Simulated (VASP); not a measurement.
Input of a VASP 6.6.1 run:

File INCAR:

```
SYSTEM = C
ALGO = Normal
EDIFF = 1E-6
ENCUT = 520
GGA = CA
ISIF = 2
ISMEAR = 0
LASPH = .True.
LCHARG = .False.
LREAL = .False.
LWAVE = .False.
NBANDS = 16
NELM = 60
PREC = Accurate
SIGMA = 0.03
```

Contents of KPOINTS:

```
k-points
0
Gamma
  16 16 6
  0 0 0
```

POSCAR

```
C
1.0
    1.2227846672      2.1166507485      0.0000000000
    1.2227846672     -2.1166507485      0.0000000000
    0.0000000000      0.0000000000     -6.7194983675
C
4
Direct
    0.2493843527      0.7506156473      0.0000000000
    0.5840287785      0.4159712215      0.5000000000
    0.9159712215      0.0840287785      1.0000000000
    0.2506156473      0.7493843527      0.5000000000
```

Potentials or basis: VASP PAW LDA potentials, release 64 (C).

Run with:

```bash
$ cat potpaw_LDA.64/C/POTCAR > POTCAR
$ mpirun -np 1 vasp_std > vasp.out
```

Problem. Estimate the pressure.

Solution. 0.8 GPa.

Problem. Predict the band gap on the k mesh.

Solution. 0.56 eV, indirect (the least direct gap lies 2.2 meV higher).

Problem. Predict the largest force.

Solution. 0.011 eV/Å.

Forces in eV/Å, atoms in the order of the input:
```
C    0.000 -0.011  0.000
C    0.000 -0.011  0.000
C    0.000  0.011  0.000
C    0.000  0.011  0.000
```

Caveat: the cell differs from its parent crystal (mode 1 (-37.7 1/cm) frozen in, largest displacement +0.350 Å). A k mesh can miss the band edges.
